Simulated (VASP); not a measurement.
Here is a VASP 6.6.1 calculation.

The input POSCAR:

```
SnO2
1.0
    4.7592005648      0.0000000000      0.0000000000
    0.0000000000      4.7592005648      0.0000000000
    0.0000000000      0.0000000000      3.2012699643
Sn O
2 4
Direct
    0.5000000000      0.5000000000      0.5000000000
    0.0000000000      0.0000000000      0.0000000000
    0.1940616415      0.8059383585      0.5000000000
    0.8059383585      0.1940616415      0.5000000000
    0.3059383585      0.3059383585      0.0000000000
    0.6940616415      0.6940616415      0.0000000000
```

The input INCAR.step1:

```
SYSTEM = SnO2
  PREC = Accurate
  ENCUT = 520
  ISMEAR = 0
  SIGMA = 0.02
  LREAL = .FALSE.
  LASPH = .TRUE.
  NELM = 80
  NBANDS = 35
  GGA = PE
  ALGO = Normal
  EDIFF = 1E-4
  LWAVE = .TRUE.
  LCHARG = .FALSE.
```

The input INCAR.step2:

```
SYSTEM = SnO2
  PREC = Accurate
  ENCUT = 520
  EDIFF = 1E-6
  ISMEAR = 0
  SIGMA = 0.02
  LREAL = .FALSE.
  LASPH = .TRUE.
  NELM = 80
  ALGO = Normal
  ISIF = 2
  LWAVE = .FALSE.
  LCHARG = .TRUE.
  METAGGA = R2SCAN
  LMIXTAU = .TRUE.
  LELF = .TRUE.
  LVHAR = .TRUE.
  NBANDS = 35
  ISTART = 1
```

The input KPOINTS:

```
regular mesh
0
G
  6 6 8
  0 0 0
```

Potentials or basis: VASP PAW PBE potentials, release 64 (Sn_d, O).

Run with:

```bash
$ cat potpaw_PBE.64/Sn_d/POTCAR potpaw_PBE.64/O/POTCAR > POTCAR
$ cp INCAR.step1 INCAR
$ mpirun -np 1 vasp_std > vasp.out
$ cp INCAR.step2 INCAR
$ mpirun -np 1 vasp_std > vasp.out
```

Q: Estimate the band gap on the k mesh.

A: 1.80 eV.

Q: Estimate the largest force.

A: 0.032 eV/Å.

Forces in eV/Å, atoms in the order of the input:
```
Sn   0.000  0.000  0.000
Sn   0.000  0.000  0.000
O    0.022 -0.022  0.000
O   -0.022  0.022  0.000
O   -0.022 -0.022  0.000
O    0.022  0.022  0.000
```

Caveat: the PAW data sets were made with another functional, which shifts forces and pressure a little; spin-orbit coupling is left out, which moves the levels of the heavy elements.
